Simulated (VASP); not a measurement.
# B3Ir (Pm-3m) in VASP: notebook

The runs below take B3Ir through single point, with PBE.

All numbers are computed with VASP 6.6.1; they aren't measurements. Logs are shortened: lines on timing, memory, paths and dates and some standing lists are left out, and cuts for length are marked.

## 1. The cell of the first run

It takes space group Pm-3m (No. 221, cubic). Conventional cell: a = 3.239 Å, b = 3.239 Å, c = 3.239 Å, α = 90.00°, β = 90.00°, γ = 90.00°. Within 3.0 Å of B (site symmetry 4/mmm) lie 8 B at 2.29 Å and 4 Ir at 2.29 Å. Within 3.0 Å of Ir (site symmetry m-3m) lie 12 B at 2.29 Å.

## 2. Single point, PBE, collinear spin, ferromagnetic start

The input, INCAR:

```
SYSTEM = B3Ir
PREC     = Accurate       ! precision mode
ENCUT    = 520            ! plane-wave cutoff, eV
EDIFF    = 1E-6           ! SCF threshold, eV
ISMEAR   = 0              ! smearing method
SIGMA    = 0.1            ! smearing width, eV
LREAL    = .False.        ! projectors in reciprocal space
LASPH    = .True.         ! aspherical terms in the spheres
NELM     = 150            ! most SCF steps
ALGO     = Normal         ! electronic algorithm
ISIF     = 2              ! what is computed and relaxed
LWAVE    = .False.        ! write WAVECAR
LCHARG   = .False.        ! write CHGCAR
ISPIN    = 2              ! spin polarisation
MAGMOM   = 0 0 0 1        ! initial moments
LORBIT   = 11             ! projections on sites
LMAXMIX  = 4              ! l up to which the mixer works
GGA      = PE             ! functional
NBANDS   = 21             ! bands
```

The input, KPOINTS:

```
regular mesh
0
Gamma
  6 6 6
  0 0 0
```

The input, POSCAR:

```
B3Ir
1.0
    3.2393063874      0.0000000000      0.0000000000
    0.0000000000      3.2393063874      0.0000000000
    0.0000000000      0.0000000000      3.2393063874
B Ir
3 1
Direct
    0.0000000000      0.5000000000      0.5000000000
    0.5000000000      0.0000000000      0.5000000000
    0.5000000000      0.5000000000      0.0000000000
    0.0000000000      0.0000000000      0.0000000000
```

Potentials or basis: VASP PAW PBE potentials, release 64 (B, Ir).

Run with:

```console
$ cat potpaw_PBE.64/B/POTCAR potpaw_PBE.64/Ir/POTCAR > POTCAR
$ mpirun -np 1 vasp_std > vasp.out
```

OUTCAR:

```text
SYSTEM = B3Ir
   PREC = Accurate
   ENCUT = 520
   EDIFF = 1E-6
   ISMEAR = 0
   LREAL = .False.
   LASPH = .True.
   NELM = 150
   ISIF = 2
   ISPIN = 2
   LORBIT = 11
   GGA = PE

 ion  position               nearest neighbor table
   1  0.000  0.500  0.500-   4 2.29   4 2.29   4 2.29   4 2.29
   2  0.500  0.000  0.500-   4 2.29   4 2.29   4 2.29   4 2.29
   3  0.500  0.500  0.000-   4 2.29   4 2.29   4 2.29   4 2.29
   4  0.000  0.000  0.000-   1 2.29   2 2.29   3 2.29   1 2.29   2 2.29   1 2.29   3 2.29   1 2.29
                             2 2.29   3 2.29   2 2.29   3 2.29

  LATTYP: Found a simple cubic cell.
 ALAT       =     3.2393063874

  Lattice vectors:

 A1 = (   3.2393063874,   0.0000000000,   0.0000000000)
 A2 = (   0.0000000000,   3.2393063874,   0.0000000000)
 A3 = (   0.0000000000,   0.0000000000,   3.2393063874)

Analysis of symmetry for initial positions (statically):
=====================================================================
 Subroutine PRICEL returns:
 Original cell was already a primitive cell.

 Routine SETGRP: Setting up the symmetry group for a
 simple cubic supercell.

 Subroutine GETGRP returns: Found 48 space group operations
 (whereof 48 operations were pure point group operations)
 out of a pool of 48 trial point group operations.

The static configuration has the point symmetry O_h .

Analysis of symmetry for dynamics (positions and initial velocities):
=====================================================================
 Subroutine PRICEL returns:
 Original cell was already a primitive cell.

 Routine SETGRP: Setting up the symmetry group for a
 simple cubic supercell.

 Subroutine GETGRP returns: Found 48 space group operations
 (whereof 48 operations were pure point group operations)
 out of a pool of 48 trial point group operations.

The dynamic configuration has the point symmetry O_h .

Analysis of structural, dynamic, and magnetic symmetry:
=====================================================================
 Subroutine PRICEL returns:
 Original cell was already a primitive cell.

 Routine SETGRP: Setting up the symmetry group for a
 simple cubic supercell.

 Subroutine GETGRP returns: Found 48 space group operations
 (whereof 48 operations were pure point group operations)
 out of a pool of 48 trial point group operations.

The overall configuration has the point symmetry O_h .

 Subroutine INISYM returns: Found 48 space group operations
 (whereof 48 operations are pure point group operations),
 and found     1 'primitive' translations

----------------------------------------------------------------------------------------

                                     Primitive cell

  volume of cell :      33.9904

  direct lattice vectors                    reciprocal lattice vectors
     3.239306387  0.000000000  0.000000000     0.308708063  0.000000000  0.000000000
[... 122 lines left out ...]

 number of electron      17.9999998 magnetization       0.0007004

 number of electron      17.9999998 magnetization      -0.0008363

 Free energy of the ion-electron system (eV)
  ---------------------------------------------------
  ext. energy  EPLUGINS =         0.00000000
  ---------------------------------------------------
  free energy    TOTEN  =       -24.82844763 eV

  energy without entropy =      -24.82047113  energy(sigma->0) =      -24.82445938

 E-fermi :  10.3157     XC(G=0): -13.1202

 val. band max:       10.2880875753   @ k =   0.3333   0.1667   0.0000
 cond. band min:      10.3726583874   @ k =   0.5000   0.5000   0.0000
 fundamental gap:      0.0845708121
 Fermi energy:        10.3156924954

 spin component 1

 k-point     1 :       0.0000    0.0000    0.0000
  band No.  band energies     occupation
      1      -5.7725      1.00000
      2       2.3527      1.00000
      3       2.3527      1.00000
      4       5.3045      1.00000
      5       5.3045      1.00000
      6       5.3045      1.00000
[... 469 lines left out ...]
     20      30.5373      0.00000
     21      30.5373      0.00000
 Fermi energy:        10.3156924954

 spin component 2

 k-point     1 :       0.0000    0.0000    0.0000
  band No.  band energies     occupation
      1      -5.7728      1.00000
      2       2.3528      1.00000
      3       2.3528      1.00000
      4       5.3041      1.00000
      5       5.3041      1.00000
      6       5.3041      1.00000
[... 469 lines left out ...]
     20      30.5374      0.00000
     21      30.5374      0.00000

------------------------ aborting loop because EDIFF is reached ----------------------------------------

  FORCE on cell =-STRESS in cart. coord.  units (eV):
  Direction    XX          YY          ZZ          XY          YZ          ZX
  --------------------------------------------------------------------------------------
  -------------------------------------------------------------------------------------
  Total        0.1737220      0.1737220      0.1737220      0.0000000      0.0000000     -0.0000000
  in kB        8.1885930      8.1885930      8.1885930      0.0000000      0.0000000     -0.0000000
  external PRESSURE =       8.1885930 kB  Pullay stress =       0.0000000 kB

 VOLUME and BASIS-vectors are now :
 -----------------------------------------------------------------------------
  energy-cutoff  :      520.00
  volume of cell :       33.99
      direct lattice vectors                 reciprocal lattice vectors
     3.239306387  0.000000000  0.000000000     0.308708063  0.000000000  0.000000000
     0.000000000  3.239306387  0.000000000     0.000000000  0.308708063  0.000000000
     0.000000000  0.000000000  3.239306387     0.000000000  0.000000000  0.308708063

 POSITION                                       TOTAL-FORCE (eV/Angst)
 -----------------------------------------------------------------------------------
      0.00000      1.61965      1.61965         0.000000      0.000000      0.000000
      1.61965      0.00000      1.61965         0.000000      0.000000      0.000000
      1.61965      1.61965      0.00000         0.000000      0.000000      0.000000
      0.00000      0.00000      0.00000         0.000000      0.000000      0.000000
 -----------------------------------------------------------------------------------
    total drift:                               -0.000000      0.000000     -0.000000

  FREE ENERGIE OF THE ION-ELECTRON SYSTEM (eV)
  ---------------------------------------------------
  free  energy   TOTEN  =       -24.8284476298 eV

  energy  without entropy=      -24.8204711279  energy(sigma->0) =      -24.82445938

 total charge

# of ion       s       p       d       tot
------------------------------------------
    1        0.604   1.022   0.000   1.626
    2        0.604   1.022   0.000   1.626
    3        0.604   1.022   0.000   1.626
    4        0.700   0.902   7.357   8.959
--------------------------------------------------
tot          2.514   3.967   7.357  13.838

 magnetization (x)

# of ion       s       p       d       tot
------------------------------------------
    1       -0.000  -0.000   0.000  -0.000
    2       -0.000  -0.000   0.000  -0.000
    3       -0.000  -0.000   0.000  -0.000
    4        0.000   0.000   0.000   0.000
--------------------------------------------------
tot         -0.000  -0.000   0.000  -0.000
```

OSZICAR:

```text
N       E                     dE             d eps       ncg     rms          rms(c)
DAV:   1     0.846697001689E+02    0.84670E+02   -0.74690E+03  1680   0.781E+02
DAV:   2    -0.215035531039E+02   -0.10617E+03   -0.92430E+02  1887   0.200E+02
DAV:   3    -0.262746454634E+02   -0.47711E+01   -0.46174E+01  2006   0.456E+01
DAV:   4    -0.263161999275E+02   -0.41554E-01   -0.41515E-01  1950   0.379E+00
DAV:   5    -0.263167761113E+02   -0.57618E-03   -0.57614E-03  1997   0.514E-01    0.286E+01
DAV:   6    -0.252474385190E+02    0.10693E+01   -0.53887E+00  2120   0.255E+01    0.112E+01
DAV:   7    -0.248766342458E+02    0.37080E+00   -0.99051E-01  2069   0.131E+01    0.755E+00
DAV:   8    -0.248310988065E+02    0.45535E-01   -0.39826E-02  2113   0.179E+00    0.127E+00
DAV:   9    -0.248285874279E+02    0.25114E-02   -0.54117E-03  2413   0.741E-01    0.143E-01
DAV:  10    -0.248284383321E+02    0.14910E-03   -0.26927E-04  1985   0.115E-01    0.579E-02
DAV:  11    -0.248284471444E+02   -0.88123E-05   -0.36605E-05  2036   0.502E-02    0.405E-02
DAV:  12    -0.248284476298E+02   -0.48544E-06   -0.27650E-06  2020   0.988E-03
   1 F= -.24828448E+02 E0= -.24824459E+02  d E =-.797650E-02  mag=    -0.0002
```

Run time: 22 s. Hardware: 1 thread of AMD EPYC 7R43 (Zen 3), shared host; peak memory 0.12 GiB.

Results:

| Quantity | Value |
| --- | --- |
| Free energy | -24.8284 eV |
| Pressure | 0.8 GPa |
| Band gap on the k mesh | zero (filled and empty bands overlap) |
| Net moment | 0.00 μB per cell |
| Valence electrons inside the program's atomic spheres | B 1.63; Ir 8.96 |

Caveat: spin-orbit coupling is left out, which moves the levels of the heavy elements.

## 3. Single point, PBE

This run uses another cell than the first one, of 8.47 Å³/atom, 0.997 times its volume.

The input, INCAR:

```
SYSTEM = B3Ir
PREC     = Accurate       ! precision mode
ENCUT    = 520            ! plane-wave cutoff, eV
EDIFF    = 1E-6           ! SCF threshold, eV
ISMEAR   = 0              ! smearing method
SIGMA    = 0.1            ! smearing width, eV
LREAL    = .False.        ! projectors in reciprocal space
LASPH    = .True.         ! aspherical terms in the spheres
NELM     = 80             ! most SCF steps
ALGO     = Normal         ! electronic algorithm
ISIF     = 2              ! what is computed and relaxed
LWAVE    = .False.        ! write WAVECAR
LCHARG   = .False.        ! write CHGCAR
GGA      = PE             ! functional
NBANDS   = 17             ! bands
```

The input, KPOINTS:

```
regular mesh
0
Gamma
  14 14 14
  0 0 0
```

The input, POSCAR:

```
B3Ir
1.0
    3.2356657030      0.0000000000      0.0000000000
    0.0000000000      3.2356657030      0.0000000000
    0.0000000000      0.0000000000      3.2356657030
B Ir
3 1
Direct
    0.0000000000      0.5000000000      0.5000000000
    0.5000000000      0.0000000000      0.5000000000
    0.5000000000      0.5000000000      0.0000000000
    0.0000000000      0.0000000000      0.0000000000
```

Potentials or basis: VASP PAW PBE potentials, release 64 (B, Ir).

Run with:

```console
$ cat potpaw_PBE.64/B/POTCAR potpaw_PBE.64/Ir/POTCAR > POTCAR
$ mpirun -np 1 vasp_std > vasp.out
```

Wall time 49 s (1 thread of AMD EPYC 7R43 (Zen 3), shared host); peak memory 0.15 GiB.

Results (log left out):

```
Free energy            : -24.8677 eV
Pressure               : 0.9 GPa
Band gap on the k mesh : zero (band 9 reaches 10.80 eV, above the bottom of band 10 at 9.76 eV)
```

Levels at points of the mesh, in eV from the Fermi level:
```tsv
k point	band 5	band 6	band 7	band 8	band 9	band 10	band 11	band 12	band 13	band 14
(0.00, 0.00, 0.00)	-4.97	-4.97	-3.64	-3.64	-3.64	2.58	2.58	2.58	3.34	4.00
(0.50, 0.00, 0.00)	-7.25	-3.45	-2.72	-0.68	-0.68	-0.55	1.83	2.26	2.26	5.24
(0.50, 0.50, 0.00)	-6.33	-6.33	-2.61	-1.79	-1.69	0.11	2.66	2.66	4.74	6.32
(0.50, 0.50, 0.50)	-6.39	-6.39	-6.39	-2.19	-2.19	0.80	2.62	2.62	2.62	7.69
```

Caveat: spin-orbit coupling is left out, which moves the levels of the heavy elements.
